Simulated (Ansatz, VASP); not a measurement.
## SnTe3 in VASP and in Ansatz

INCAR

```
PREC = Accurate
ENCUT = 520
EDIFF = 1E-6
ISMEAR = -1
SIGMA = 0.05
LREAL = False
LASPH = True
NELM = 100
ALGO = Normal
ISIF = 2
LWAVE = False
LCHARG = True
GGA = CA
LELF = True
LVHAR = True
NBANDS = 24
```

Contents of KPOINTS:

```
Automatic mesh
0
Gamma
  6 6 6
```

Contents of POSCAR:

```
SnTe3
1.0
    0.0000000000      3.8090339678      3.8090339678
    3.8090339678      0.0000000000      3.8090339678
    3.8090339678      3.8090339678      0.0000000000
Te Sn
3 1
Direct
    0.5000000000      0.5000000000      0.5000000000
    0.7500000000      0.7500000000      0.7500000000
    0.2500000000      0.2500000000      0.2500000000
    0.0000000000      0.0000000000      0.0000000000
```

Contents of input.yaml:

```yaml
crystal:
  lattice:
    - [0.0, 3.8090339678, 3.8090339678]
    - [3.8090339678, 0.0, 3.8090339678]
    - [3.8090339678, 3.8090339678, 0.0]
  atoms:
    - { symbol: Te, position: [0.5, 0.5, 0.5] }
    - { symbol: Te, position: [0.75, 0.75, 0.75] }
    - { symbol: Te, position: [0.25, 0.25, 0.25] }
    - { symbol: Sn, position: [0.0, 0.0, 0.0] }
hamiltonian:
  xc: lda
  pseudopotentials: { kind: paw }
kpoints:
  mp_grid: { grid: [6, 6, 6] }
scf:
  occupations: { method: fermi_dirac, width: 0.05 }
output:
  forces: true
  stress: true
  eigenvalues: true
```

Alike in both runs: task single point; functional LDA; k mesh 6 × 6 × 6; occupations fermi-dirac, width 0.05 eV; no spin polarisation.

|  | VASP | Ansatz |
| --- | --- | --- |
| version | VASP 6.6.1 | Ansatz 0.2.0 |
| potentials or method | VASP PAW LDA potentials, release 64 (Te, Sn_d) | Ansatz PAW |
| plane-wave cutoff (eV) | 520 | 420 |
| valence electrons in the cell | 32 | 62 |

```csv
,VASP,Ansatz,Ansatz less VASP
gap on the k mesh at the Fermi level (eV),none,none,-
pressure (GPa),-1.8,-1.9,-0.01
```

LDA's correlation is that of Perdew and Zunger in VASP and of Perdew and Wang (1992) in Ansatz. A gap of «none» marks a metal or a gap that the smearing closes. VASP's potentials hold 32 valence electrons a cell and Ansatz's 62, so a difference there can come from the potentials and not from the codes.

Neither program's run includes spin-orbit coupling.
